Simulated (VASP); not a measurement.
Al4GeRu:

```
CELL_PARAMETERS angstrom
4.66633 0.00000 0.00000
-2.33317 4.04116 0.00000
0.00000 0.00000 5.07067
ATOMIC_POSITIONS crystal
Al 0.33333 0.66667 0.75384
Al 0.33333 0.66667 0.24616
Al 0.66667 0.33333 0.75384
Al 0.66667 0.33333 0.24616
Ge 0.00000 0.00000 0.50000
Ru 0.00000 0.00000 0.00000
```

| Property | Result |
| --- | --- |
| Program | VASP 6.6.1 |
| Task | relaxation of cell and atoms |
| Functional | PBE |
| Potentials or basis | VASP PAW PBE potentials, release 64 (Al, Ge_d, Ru_pv) |
| Cutoff | 600 eV |
| k mesh | 6 × 6 × 4 |
| Occupations | gaussian, width 0.1 eV |
| Spin | no spin polarisation |

At the start: pressure 0.1 GPa; volume 15.94 Å³/atom.

**Question.** How do energy, volume and symmetry change on relaxing?

**Answer.** Over 4 steps the energy falls by 3.5 meV/atom and the volume is 15.87 Å³/atom (-0.4 %); space group P6/mmm (No. 191, to 0.05 Å).

The path:
```
step  energy change (eV)  largest force (eV/Å)  pressure (GPa)  volume (Å³)
   1              0.0000                0.0612            0.09        95.62
   2             -0.0192                0.0605           -0.33        95.73
   3             -0.0198                0.0869           -0.38        95.75
   4             -0.0210                0.0103            0.21        95.21
```

Final structure:
```cif
data_structure
_symmetry_space_group_name_H-M 'P 1'
_symmetry_Int_Tables_number 1
_cell_length_a 4.6175
_cell_length_b 4.6175
_cell_length_c 5.1566
_cell_angle_alpha 90.000
_cell_angle_beta 90.000
_cell_angle_gamma 120.000
_cell_volume 95.21
loop_
_atom_site_label
_atom_site_type_symbol
_atom_site_fract_x
_atom_site_fract_y
_atom_site_fract_z
_atom_site_occupancy
Al1 Al 0.33333 0.66667 0.75392 1
Al2 Al 0.33333 0.66667 0.24608 1
Al3 Al 0.66667 0.33333 0.75392 1
Al4 Al 0.66667 0.33333 0.24608 1
Ge1 Ge 0.00000 0.00000 0.50000 1
Ru1 Ru 0.00000 0.00000 0.00000 1
```
